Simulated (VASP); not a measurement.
# V (Im-3m) in VASP: elastic constants with PBE

Aim: the elastic constants of V with PBE.

Program: VASP 6.6.1. These are calculated values, not measurements. Logs are shortened: lines on timing, memory, paths and dates and some standing lists are left out, and cuts for length are marked.

## (1) The cell of the first run

It takes space group Im-3m (No. 229, cubic). Conventional cell: a = 2.997 Å, b = 2.997 Å, c = 2.997 Å, α = 90.00°, β = 90.00°, γ = 90.00°. V (site symmetry m-3m) has 14 V at 2.60 to 3.00 Å within 3.4 Å.

## (2) Elastic constants, PBE

Contents of INCAR:

```
PREC = Accurate ; ENCUT = 500
EDIFF = 1E-8 ; ISMEAR = 0
SIGMA = 0.05 ; LREAL = False
LASPH = True ; NELM = 120
ALGO = Normal ; ISIF = 3
LWAVE = False ; LCHARG = False
GGA = PE ; IBRION = 6
NFREE = 2 ; POTIM = 0.015
NSW = 1 ; GGA_COMPAT = False
```

Contents of KPOINTS:

```
Automatic mesh
0
Gamma
  20 20 20
```

Contents of POSCAR:

```
V
1.0
   -1.4983851313      1.4983851313      1.4983851313
    1.4983851313     -1.4983851313      1.4983851313
    1.4983851313      1.4983851313     -1.4983851313
V
1
Direct
    0.0000000000      0.0000000000      0.0000000000
```

Potentials or basis: VASP PAW PBE potentials, release 64 (V_sv).

Launch:

```
$ cat potpaw_PBE.64/V_sv/POTCAR > POTCAR
$ mpirun -np 1 vasp_std > vasp.out
```

OUTCAR:

```text
PREC = Accurate
   ENCUT = 500
   EDIFF = 1E-8
   ISMEAR = 0
   LREAL = False
   LASPH = True
   NELM = 120
   ISIF = 3
   GGA = PE
   IBRION = 6
   NFREE = 2
   POTIM = 0.015
   NSW = 1

 ion  position               nearest neighbor table
   1  0.000  0.000  0.000-

  LATTYP: Found a body centered cubic cell.
 ALAT       =     2.9967702626

  Lattice vectors:

 A1 = (  -1.4983851313,   1.4983851313,   1.4983851313)
 A2 = (   1.4983851313,  -1.4983851313,   1.4983851313)
 A3 = (   1.4983851313,   1.4983851313,  -1.4983851313)

Analysis of symmetry for initial positions (statically):
=====================================================================
 Subroutine PRICEL returns:
 Original cell was already a primitive cell.

 Routine SETGRP: Setting up the symmetry group for a
 body centered cubic supercell.

 Subroutine GETGRP returns: Found 48 space group operations
 (whereof 48 operations were pure point group operations)
 out of a pool of 48 trial point group operations.

The static configuration has the point symmetry O_h .

Analysis of symmetry for dynamics (positions and initial velocities):
=====================================================================
 Subroutine PRICEL returns:
 Original cell was already a primitive cell.

 Routine SETGRP: Setting up the symmetry group for a
 body centered cubic supercell.

 Subroutine GETGRP returns: Found 48 space group operations
 (whereof 48 operations were pure point group operations)
 out of a pool of 48 trial point group operations.

The dynamic configuration has the point symmetry O_h .

 Subroutine INISYM returns: Found 48 space group operations
 (whereof 48 operations are pure point group operations),
 and found     1 'primitive' translations

----------------------------------------------------------------------------------------

                                     Primitive cell

  volume of cell :      13.4564

  direct lattice vectors                    reciprocal lattice vectors
[... 329 lines left out ...]
  band No.  band energies     occupation
      1     -54.0040      2.00000
      2     -27.3032      2.00000
      3     -27.3032      2.00000
      4     -27.3031      2.00000
      5       3.1305      2.00000
      6      10.1282      0.00000
      7      10.1282      0.00000
      8      10.1282      0.00000
      9      12.1397      0.00000
     10      12.1397      0.00000
[... 287 lines left out ...]
 k-point    24 :       0.2500    0.1000   -0.0000
  band No.  band energies     occupation
      1     -53.8669      2.00000
      2     -27.9111      2.00000
      3     -27.4986      2.00000
      4     -27.3380      2.00000
      5       6.1409      2.00000
      6       9.0649      2.00000
      7       9.4410      2.00000
      8      11.7635      0.00000
      9      12.4262      0.00000
     10      12.6873      0.00000

 [... further k-points ...]
[... 5 lines left out ...]
  --------------------------------------------------------------------------------------
  -------------------------------------------------------------------------------------
  Total        0.0094458      0.0094458      0.0094458      0.0000000      0.0000000     -0.0000000
  in kB        1.1246488      1.1246488      1.1246488      0.0000000      0.0000000     -0.0000000
  external PRESSURE =       1.1246488 kB  Pullay stress =       0.0000000 kB
[... 16 lines left out ...]
  FREE ENERGIE OF THE ION-ELECTRON SYSTEM (eV)
  ---------------------------------------------------
  free  energy   TOTEN  =        -8.9932212428 eV

  energy  without entropy=       -8.9907008020  energy(sigma->0) =       -8.99196102

 INTERNAL STRAIN TENSORS FROM STRAINED CELLS
 ============================================

 INTERNAL STRAIN TENSOR FOR ION    1 for displacements in x,y,z  (eV/Angst):
          X           Y           Z          XY          YZ          ZX
  --------------------------------------------------------------------------------
  x    -0.00000    -0.00000     0.00000     0.00000     0.00000     0.00000
  y     0.00000     0.00000    -0.00000     0.00000     0.00000     0.00000
  z    -0.00000     0.00000    -0.00000     0.00000    -0.00000    -0.00000

 INTERNAL STRAIN TENSORS FROM DISPLACED ATOMS
 ============================================

 INTERNAL STRAIN TENSOR FOR ION    1 for displacements in x,y,z  (eV/Angst):
          X           Y           Z          XY          YZ          ZX
  --------------------------------------------------------------------------------
  x     0.00000     0.00000     0.00000     0.00000     0.00000     0.00000
  y     0.00000     0.00000     0.00000     0.00000     0.00000     0.00000
  z     0.00000     0.00000     0.00000     0.00000     0.00000     0.00000

 Eigenvectors and eigenvalues of the dynamical matrix
 ----------------------------------------------------

   1 f  =    0.000000 THz     0.000000 2PiTHz    0.000000 cm-1     0.000000 meV
             X         Y         Z           dx          dy          dz
      0.000000  0.000000  0.000000     0.948683    0.316228    0.000000

   2 f  =    0.000000 THz     0.000000 2PiTHz    0.000000 cm-1     0.000000 meV
             X         Y         Z           dx          dy          dz
      0.000000  0.000000  0.000000     0.316228   -0.948683    0.000000

   3 f  =    0.000000 THz     0.000000 2PiTHz    0.000000 cm-1     0.000000 meV
             X         Y         Z           dx          dy          dz
      0.000000  0.000000  0.000000     0.000000    0.000000    1.000000

--------------------------------------------------------------------------------------------------------

 ELASTIC MODULI CONTR FROM IONIC RELAXATION (kBar)
 Direction    XX          YY          ZZ          XY          YZ          ZX
 --------------------------------------------------------------------------------
 XX           0.0000      0.0000      0.0000      0.0000      0.0000      0.0000
 YY           0.0000      0.0000      0.0000      0.0000      0.0000      0.0000
 ZZ           0.0000      0.0000      0.0000      0.0000      0.0000      0.0000
 XY           0.0000      0.0000      0.0000      0.0000      0.0000      0.0000
 YZ           0.0000      0.0000      0.0000      0.0000      0.0000      0.0000
 ZX           0.0000      0.0000      0.0000      0.0000      0.0000      0.0000
 --------------------------------------------------------------------------------

 TOTAL ELASTIC MODULI (kBar)
 Direction    XX          YY          ZZ          XY          YZ          ZX
 --------------------------------------------------------------------------------
 XX        2791.6001   1398.7362   1398.7362     -0.0000      0.0000     -0.0000
 YY        1398.7362   2791.6001   1398.7362     -0.0000      0.0000     -0.0000
 ZZ        1398.7362   1398.7362   2791.6001      0.0000     -0.0000     -0.0000
 XY          -0.0000     -0.0000      0.0000    250.8539      0.0000      0.0000
 YZ           0.0000      0.0000     -0.0000      0.0000    250.8539      0.0000
 ZX          -0.0000     -0.0000     -0.0000      0.0000      0.0000    250.8539
 --------------------------------------------------------------------------------
```

OSZICAR:

```text
N       E                     dE             d eps       ncg     rms          rms(c)
DAV:   1     0.840626959298E+02    0.84063E+02   -0.72069E+03  5128   0.139E+03
DAV:   2    -0.890466040110E+01   -0.92967E+02   -0.91019E+02  5264   0.364E+02
DAV:   3    -0.103761772643E+02   -0.14715E+01   -0.14396E+01  5400   0.535E+01
[... 173 lines left out ...]
DAV:   3    -0.899320458949E+01    0.71709E-03   -0.28687E-03  5382   0.132E+00    0.225E-02
DAV:   4    -0.899321976145E+01   -0.15172E-04   -0.32531E-04  5144   0.269E-01    0.351E-03
DAV:   5    -0.899322063951E+01   -0.87806E-06   -0.36786E-06  5200   0.287E-02    0.250E-03
DAV:   6    -0.899322123886E+01   -0.59934E-06   -0.13578E-07  5170   0.575E-03    0.518E-04
DAV:   7    -0.899322124278E+01   -0.39217E-08   -0.85773E-09  2618   0.148E-03
  15 F= -.89932212E+01 E0= -.89919610E+01  d E =-.252044E-02
```

Wall time 18 min (1 thread of Intel Xeon Platinum 8124M at 3.00GHz (Skylake/Cascade Lake), shared host); peak memory 0.62 GiB.

What came out:

```
Elastic constants C11, C12, C44 : 279, 140, 25 GPa
Voigt bulk modulus              : 186 GPa
```

Elastic tensor in Voigt notation (GPa, in the Cartesian axes of the cell as first typed):
```
279 140 140   0   0   0
140 279 140   0   0   0
140 140 279   0   0   0
  0   0   0  25   0   0
  0   0   0   0  25   0
  0   0   0   0   0  25
```

Clamped-ion elastic tensor (GPa):
```
279 140 140   0   0   0
140 279 140   0   0   0
140 140 279   0   0   0
  0   0   0  25   0   0
  0   0   0   0  25   0
  0   0   0   0   0  25
```
